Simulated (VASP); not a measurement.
Set up this calculation in VASP 6.6.1, as the native input.

```yaml
Task: relaxation of cell and atoms
Functional: PBE
Potentials_or_basis: VASP PAW PBE potentials, release 64 (Li_sv)
Cutoff: 600 eV
k_mesh: 6 × 6 × 6
Occupations: gaussian, width 0.1 eV
Spin: no spin polarisation
Dipole_correction: no
Further_INCAR_settings: ALGO = Fast; EDIFF = 1e-06; IBRION = 2; EDIFFG = -0.04; NSW = 90; ISIF = 3
```

The structure of Li lies in POSCAR:

```
Li
1.0
    3.3477200200      0.0000000000      0.0000000000
    0.0000000000      3.3477200200      0.0000000000
    0.0000000000      0.0000000000      2.8080798600
Li
1
Direct
    0.0000000000      0.0000000000      0.0000000000
```

These files were run (other wordings do the same):

INCAR

```
SYSTEM = Li
PREC = Accurate ; ENCUT = 600
EDIFF = 1E-6 ; ISMEAR = 0
SIGMA = 0.1 ; LREAL = .False.
LASPH = .True. ; NELM = 80
ALGO = Fast ; ISIF = 3
LWAVE = .False. ; LCHARG = .False.
GGA = PE ; IBRION = 2
NSW = 90 ; EDIFFG = -0.04
```

KPOINTS

```
Automatic mesh
0
Gamma
  6 6 6
  0 0 0
```

Potentials or basis: VASP PAW PBE potentials, release 64 (Li_sv).

Command:

```bash
$ cat potpaw_PBE.64/Li_sv/POTCAR > POTCAR
$ mpirun -np 1 vasp_std > vasp.out
```

It gave:

```json
{"Relaxed volume": "20.10 Å³/atom", "Relaxed cell": "a = 2.719 Å, b = 2.719 Å, c = 2.718 Å, α = 90.00°, β = 90.00°, γ = 90.00°", "Space group after relaxing (to 0.05 Å)": "Pm-3m (No. 221)", "Energy gained by relaxing": "191.3 meV/atom", "Ionic steps": "8", "Pressure after relaxing": "0.0 GPa"}
```

Caveat: the k points lie up to 0.39 Å⁻¹ apart in the final cell; the cutoff is under 1.25 times the usual one of these potentials, so pressure, stress and relaxed cells hold a basis-set (Pulay) error; the volume moved by over 15 % at a fixed basis, so the end points are rough.

Run time: 73 s on 1 thread of Intel Xeon 6975P-C, with other jobs on the host, peak memory 0.14 GiB.
